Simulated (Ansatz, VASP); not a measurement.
## Os in VASP and in Ansatz

INCAR

```
SYSTEM = Os
  PREC = Accurate
  ENCUT = 600
  EDIFF = 1E-6
  ISMEAR = 0
  SIGMA = 0.1
  LREAL = .FALSE.
  LASPH = .TRUE.
  NELM = 100
  ALGO = Fast
  ISIF = 3
  LWAVE = .FALSE.
  LCHARG = .FALSE.
  GGA = PS
  IBRION = 2
  NSW = 90
  EDIFFG = -0.04
```

Contents of KPOINTS:

```
Automatic mesh
0
G
  8 8 8
  0 0 0
```

The input POSCAR:

```
Os
1.0
   -1.3417474284      1.3417474284      2.0412729763
    1.3417474284     -1.3417474284      2.0412729763
    1.3417474284      1.3417474284     -2.0412729763
Os
1
Direct
    0.0000000000      0.0000000000      0.0000000000
```

Input for Ansatz:

```yaml
crystal:
  lattice:
    - [-1.3417474284, 1.3417474284, 2.0412729763]
    - [1.3417474284, -1.3417474284, 2.0412729763]
    - [1.3417474284, 1.3417474284, -2.0412729763]
  atoms:
    - { symbol: Os, position: [0.0, 0.0, 0.0] }
basis:
  ecutwfc: 420
kpoints:
  mp_grid: { grid: [8, 8, 8] }
hamiltonian:
  xc: pbesol
scf:
  occupations: { method: gaussian, width: 0.1 }
  lower_state_search: "off"
output:
  forces: true
  stress: true
  eigenvalues: true
relax:
  adjacent_minimum: "off"
  f_tol: 0.04
  max_steps: 70
  cell: { stress_tol: 0.4 }
```

Alike in both runs: task relaxation of cell and atoms; functional PBEsol; k mesh 8 × 8 × 8; occupations gaussian, width 0.1 eV; no spin polarisation.

|  | VASP | Ansatz |
| --- | --- | --- |
| version | VASP 6.6.1 | Ansatz 0.2.0 |
| potentials or method | VASP PAW PBE potentials, release 64 (Os), cutoff 600 eV | scalar-relativistic, plane waves, PAW |
| valence electrons in the cell | 8 | 16 |

```csv
,VASP,Ansatz,Ansatz less VASP
"gap on the k mesh at the Fermi level, each at its own relaxed structure (eV)",none,none,-
relaxed volume (Å³/atom),13.96,13.94,-0.020
relaxed cell length with the largest relative difference (Å),2.703,2.702,-0.0007
```

VASP's potentials were made for PBE, not for PBEsol. A gap of «none» marks a metal or a gap that the smearing closes. VASP's potentials hold 8 valence electrons a cell and Ansatz's 16, so a difference there can come from the potentials and not from the codes.

The k mesh is coarse, so the values compare programs but aren't converged. Spin-orbit coupling is off throughout.
